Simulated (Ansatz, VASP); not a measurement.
## Al in VASP and in Ansatz

```
Al
1.0
    -1.59122    1.59122    1.59122
     1.59122   -1.59122    1.59122
     1.59122    1.59122   -1.59122
Al
1
Direct
  0.00000 0.00000 0.00000
```

Alike in both runs: task single point; functional PBE; k mesh 14 × 14 × 14; occupations gaussian, width 0.05 eV; no spin polarisation.

```csv
,VASP,Ansatz
version,VASP 6.6.1,Ansatz 0.2.0
potentials or method,"VASP PAW PBE potentials, release 64 (Al), cutoff 520 eV","scalar-relativistic, plane waves, PAW"
valence electrons in the cell,3,3
```

```csv
,VASP,Ansatz,Ansatz less VASP
gap on the k mesh at the Fermi level (eV),none,none,-
pressure (GPa),3.9,3.9,+0.02
```

A gap of «none» marks a metal or a gap that the smearing closes. With one functional, cell and mesh, what is left measures potentials, basis and numerics.
